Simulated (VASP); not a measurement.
The system is Se.

```
Se
1.0
     2.04751    1.18213    3.79686
    -2.04751    1.18213    3.79686
     0.00000   -2.36426    3.79686
Se
2
Cartesian
  0.0000 0.0000 2.5918
  0.0000 0.0000 8.7988
```

* Program: VASP 6.6.1
* Task: relaxation of cell and atoms
* Functional: PBEsol
* Potentials or basis: VASP PAW PBE potentials, release 64 (Se)
* Cutoff: 600 eV
* k mesh: 6 × 6 × 6
* Occupations: gaussian, width 0.1 eV
* Spin: no spin polarisation

At the start: pressure -6.3 GPa; volume 27.57 Å³/atom.

Task: How do energy, volume and symmetry change on relaxing?

Result: Over 15 steps the energy falls by 391.4 meV/atom and the volume is 21.61 Å³/atom (-21.6 %); space group R-3m (No. 166, to 0.1 Å) before and after.

The path:
| step | energy change (eV) | largest force (eV/Å) | pressure (GPa) | volume (Å³) |
| --- | --- | --- | --- | --- |
| 1 | 0.0000 | 0.4420 | -6.30 | 55.14 |
| 2 | -0.2884 | 1.5842 | 0.40 | 46.89 |
| 3 | -0.3061 | 1.8542 | 3.36 | 44.87 |
| 4 | -0.4855 | 1.6931 | 4.93 | 42.77 |
| 5 | -0.5678 | 0.7181 | 13.35 | 38.26 |
| 6 | -0.5981 | 1.2033 | 9.53 | 39.78 |
| 7 | -0.7644 | 0.3840 | 1.25 | 42.61 |
| 8 | -0.7728 | 0.2008 | -0.74 | 43.55 |
| 9 | -0.7728 | 0.2143 | -0.59 | 43.47 |
| 10 | -0.7770 | 0.1553 | -0.28 | 43.30 |
| 11 | -0.7813 | 0.0139 | 0.46 | 42.92 |
| 12 | -0.7813 | 0.0033 | 0.55 | 42.87 |
| 13 | -0.7824 | 0.0341 | 0.02 | 43.16 |
| 14 | -0.7825 | 0.0436 | -0.14 | 43.25 |
| 15 | -0.7828 | 0.0334 | -0.06 | 43.22 |

Final structure:
```yaml
crystal:
  lattice:
    - [2.00768, 1.15914, 3.09512]
    - [-2.00768, 1.15914, 3.09512]
    - [0.00000, -2.31827, 3.09512]
  atoms:
    - { symbol: Se, position: [0.25035, 0.25035, 0.25035] }
    - { symbol: Se, position: [0.74965, 0.74965, 0.74965] }
```

Caveat: the volume moved by over 15 % at a fixed basis, so the end points are rough; the PAW data sets were made with another functional, which shifts forces and pressure a little.
